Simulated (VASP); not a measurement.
Set up this calculation in VASP 6.6.1, as the native input.

* Task: single point
* Functional: PBEsol
* Potentials or basis: VASP PAW PBE potentials, release 64 (Al, Ni)
* Cutoff: 600 eV
* k mesh: 18 × 18 × 18
* Occupations: gaussian, width 0.15 eV
* Spin: no spin polarisation
* Dipole correction: no
* Further INCAR settings: ALGO = Normal; EDIFF = 1e-06; NBANDS = 21

The structure of AlNi lies in POSCAR:

```
AlNi
1.0
   -2.8621655520      0.0000000000     -2.8621655520
    0.0000000000     -2.8621655520     -2.8621655520
   -2.8621655520     -2.8621655520      0.0000000000
Al Ni
2 2
Direct
    0.5000000000      0.5000000000      0.5000000000
    0.0000000000      0.0000000000      0.0000000000
    0.2526203935      0.2526203935      0.2473796065
    0.7473796065      0.7473796065      0.7526203935
```

This cell differs from its parent crystal: atoms displaced along a vibrational mode.

These files were run (other wordings do the same):

INCAR

```
PREC = Accurate ; ENCUT = 600
EDIFF = 1E-6 ; ISMEAR = 0
SIGMA = 0.15 ; LREAL = False
LASPH = True ; NELM = 120
ALGO = Normal ; ISIF = 2
LWAVE = False ; LCHARG = False
GGA = PS ; NBANDS = 21
GGA_COMPAT = False
```

KPOINTS

```
Automatic mesh
0
Gamma
  18 18 18
```

Potentials or basis: VASP PAW PBE potentials, release 64 (Al, Ni).

Command:

```bash
$ cat potpaw_PBE.64/Al/POTCAR potpaw_PBE.64/Ni/POTCAR > POTCAR
$ mpirun -np 1 vasp_std > vasp.out
```

It gave:

```json
{
 "Pressure": "0.2 GPa",
 "Largest force": "0.094 eV/Å",
 "Band gap on the k mesh": "zero (bands 13 and 14 overlap by 2.93 eV)"
}
```

Caveat: the cell differs from its parent crystal (atoms displaced along a vibrational mode); the PAW data sets were made with another functional, which shifts forces and pressure a little.

Run time: 5 min on 1 thread of Intel(R) Xeon(R) Platinum 8488C (Sapphire Rapids) (shared host), peak memory 0.58 GiB.
